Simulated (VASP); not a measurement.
A run of VASP 6.6.1:

The input INCAR:

```
SYSTEM = Te2Mo
  PREC = Accurate
  ENCUT = 520
  EDIFF = 1E-6
  ISMEAR = -1
  SIGMA = 0.02
  LREAL = .False.
  LASPH = .True.
  NELM = 60
  ALGO = Normal
  ISIF = 2
  LWAVE = .False.
  LCHARG = .False.
  GGA = PE
  IVDW = 12
  NBANDS = 20
```

KPOINTS

```
regular mesh
0
Gamma
  6 6 6
  0 0 0
```

Contents of POSCAR:

```
Te2Mo
1.0
    1.7220310667      0.9942150999      6.8671583102
   -1.7220310667      0.9942150999      6.8671583102
    0.0000000000     -1.9884301998      6.8671583102
Mo Te
1 2
Direct
    0.0000000000      0.0000000000      0.0000000000
    0.2425105893      0.2425105893      0.2425105893
    0.7574894107      0.7574894107      0.7574894107
```

Potentials or basis: VASP PAW PBE potentials, release 64 (Mo_sv, Te).

Command:

```console
$ cat potpaw_PBE.64/Mo_sv/POTCAR potpaw_PBE.64/Te/POTCAR > POTCAR
$ mpirun -np 1 vasp_std > vasp.out
```

Hardware: 1 thread of Intel(R) Xeon(R) Platinum 8488C (Sapphire Rapids), with other jobs on the host.

**Question.** Estimate the wall time of this run.

**Answer.** Wall time 120 s on 1 thread of Intel(R) Xeon(R) Platinum 8488C (Sapphire Rapids) (shared host), peak memory 0.37 GiB. Counts: scf iterations 13, k points 32.
